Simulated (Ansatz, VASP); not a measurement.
## V: VASP beside Ansatz

```
V
1.0
    -1.51300    1.51300    1.51300
     1.51300   -1.51300    1.51300
     1.51300    1.51300   -1.51300
V
1
Direct
  0.80000 0.92700 0.01000
```

Alike in both runs: task single point; functional PBE; k mesh 2 × 2 × 2; occupations methfessel-paxton of order 1, width 0.015 eV; collinear spin.

|  | VASP | Ansatz |
| --- | --- | --- |
| version | VASP 6.6.1 | Ansatz 0.2.0 |
| potentials or method | VASP PAW PBE potentials, release 64 (V_sv) | scalar-relativistic, plane waves, PAW |
| plane-wave cutoff (eV) | 500 | 420 |
| valence electrons in the cell | 13 | 13 |

|  | VASP | Ansatz | Ansatz less VASP |
| --- | --- | --- | --- |
| gap on the k mesh at the Fermi level (eV) | none | none | - |
| pressure (GPa) | -26.2 | -26.4 | -0.16 |
| net moment per atom (μB) | 0.50 | 0.50 | 0.000 |
| size of the moment on the site where the two differ most (μB) | 0.17 | 0.15 | -0.021 |

Site moments also hang on the region over which each program counts them. A gap of «none» marks a metal or a gap that the smearing closes. Ansatz's warnings: stability check not made.

The k mesh is coarse, so the values compare programs but aren't converged.
